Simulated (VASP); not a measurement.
Mg12H (a cell with a defect): single point with PBE+D3(BJ)

Mg12H (a cell with a defect):

```
Mg H
1.0
     6.42000    0.00000    0.00000
    -4.81500    8.33982    0.00000
     0.00000    0.00000    5.21304
Mg H
12 1
Direct
  0.99907 0.99950 0.00001
  0.16171 0.22008 0.50007
  0.99960 0.33292 0.00010
  0.17098 0.54674 0.50012
  0.00072 0.66708 0.00008
  0.17520 0.90255 0.49990
  0.50052 0.99933 0.00010
  0.67038 0.22381 0.50019
  0.49783 0.33212 0.00011
  0.65105 0.54817 0.50009
  0.50041 0.66726 0.00017
  0.66852 0.88963 0.50019
  0.00238 0.66836 0.49984
```

```yaml
Program: VASP 6.6.1
Task: single point
Functional: PBE
Dispersion: D3(BJ)
Potentials_or_basis: VASP PAW PBE potentials, release 64 (Mg, H)
Cutoff: 520 eV
k_mesh: 3 × 2 × 3
Occupations: gaussian, width 0.15 eV
Spin: no spin polarisation
Dipole_correction: no
Further_INCAR_settings: ALGO = Normal; EDIFF = 1e-06; NBANDS = 24
```

The pressure is -2.1 GPa. The largest force is 0.003 eV/Å and the dispersion energy per atom is -0.267 eV.

Forces in eV/Å, atoms in the order of the input:
```
Mg   0.000 -0.001  0.000
Mg  -0.001  0.000  0.000
Mg   0.000  0.002  0.000
Mg  -0.001  0.000  0.000
Mg   0.000  0.003  0.000
Mg   0.000 -0.001  0.002
Mg   0.000 -0.002  0.000
Mg   0.001 -0.001 -0.001
Mg   0.000  0.001  0.000
Mg   0.000  0.000  0.000
Mg   0.000  0.000 -0.001
Mg   0.000  0.000 -0.001
H    0.001 -0.001 -0.001
```

Stress tensor (GPa, compression positive):
```
-2.14  0.16  0.00
 0.16 -2.21  0.00
 0.00  0.00 -2.07
```

Levels at points of the mesh, in eV from the Fermi level:
| k point | band 9 | band 10 | band 11 | band 12 | band 13 | band 14 | band 15 | band 16 |
| --- | --- | --- | --- | --- | --- | --- | --- | --- |
| (0.00, 0.00, 0.00) | -1.66 | -0.70 | -0.20 | 0.16 | 0.25 | 0.31 | 0.52 | 1.64 |
| (0.00, 0.50, 0.00) | -1.38 | -1.23 | -1.19 | -0.76 | -0.32 | -0.19 | 1.49 | 1.74 |

It took 68 s on 1 thread of Intel(R) Xeon(R) Platinum 8488C (Sapphire Rapids), with other jobs on the host, peak memory 0.38 GiB.

Caveat: the k points lie up to 0.40 Å⁻¹ apart.
